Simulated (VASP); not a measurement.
A run of VASP 6.6.1 is set up as follows.

Contents of INCAR:

```
SYSTEM = HfO2
ALGO = Normal
EDIFF = 1E-6
ENCUT = 520
GGA = CA
ISIF = 2
ISMEAR = 0
LASPH = .True.
LCHARG = .False.
LREAL = .False.
LWAVE = .False.
NBANDS = 56
NELM = 100
PREC = Accurate
SIGMA = 0.05
```

KPOINTS

```
k-points
0
Gamma
  5 7 3
  0 0 0
```

Contents of POSCAR:

```
HfO2
1.0
    0.0000000000     -4.7888991458      0.0000000000
    0.0000000000      0.0000000000     -3.1858186391
    9.5777982917     -1.4366697437      0.0000000000
Hf O
4 8
Direct
   -0.0603600000      0.0000000000      0.2012000000
   -0.2103600000      0.0000000000      0.7012000000
    0.2146400000      0.5000000000      0.9512000000
    0.3646400000      0.5000000000      0.4512000000
   -0.0445185631      0.5000000000      0.7987537865
    0.1054814369      0.5000000000      0.2987537865
    0.4390137088      0.0000000000      0.8536462135
    0.5890137088      0.0000000000      0.3536462135
    0.2902662911      0.0000000000      0.0487537865
    0.1402662911      0.0000000000      0.5487537865
    0.7737985630      0.5000000000      0.1036462135
    0.6237985630      0.5000000000      0.6036462135
```

Potentials or basis: VASP PAW LDA potentials, release 64 (Hf_pv, O).

Launch:

```console
$ cat potpaw_LDA.64/Hf_pv/POTCAR potpaw_LDA.64/O/POTCAR > POTCAR
$ mpirun -np 1 vasp_std > vasp.out
```

(1) Estimate the largest force.

(2) What does it give for the band gap on the k mesh?

## Answers

(1) 8.180 eV/Å.

(2) 2.48 eV (least direct gap 2.68 eV).

Caveat: the cell differs from its parent crystal (the part above a cut slid along it); spin-orbit coupling is left out, which moves the levels of the heavy elements; forces of over 1 eV/Å act on the atoms, so gaps and moduli don't describe the material at rest.
